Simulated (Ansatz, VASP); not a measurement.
# Ga: VASP beside Ansatz

```
Ga
1.0
     2.20858   -3.74550   -0.08282
     2.20858    3.74550   -0.08282
    -0.16647    0.00000    4.60554
Ga
4
Direct
  0.15602 0.84398 0.08450
  0.65602 0.34398 0.41550
  0.84398 0.15602 0.91550
  0.34398 0.65602 0.58450
```

Change from the starting cell: engineering shear strain xz -0.0750, normal strain along z +0.0375.

Alike in both runs: task single point; functional LDA; k mesh 10 × 10 × 10; occupations gaussian, width 0.15 eV; no spin polarisation.

|  | VASP | Ansatz |
| --- | --- | --- |
| version | VASP 6.6.1 | Ansatz 0.2.0 |
| potentials or method | VASP PAW LDA potentials, release 64 (Ga_d), cutoff 520 eV | scalar-relativistic, plane waves, PAW |
| valence electrons in the cell | 52 | 52 |

```tsv
	VASP	Ansatz	Ansatz less VASP
gap on the k mesh at the Fermi level (eV)	none	none	-
pressure (GPa)	-1.5	-1.7	-0.18
traceless stress, the component that is largest in VASP (GPa)	2.63	2.59	-0.036
rms of the force components (eV/Å)	0.079	0.079	-0.0005
```

LDA's correlation is that of Perdew and Zunger in VASP and of Perdew and Wang (1992) in Ansatz. Atom by atom the forces differ by 0.001 eV/Å (rms over components). A gap of «none» marks a metal or a gap that the smearing closes.
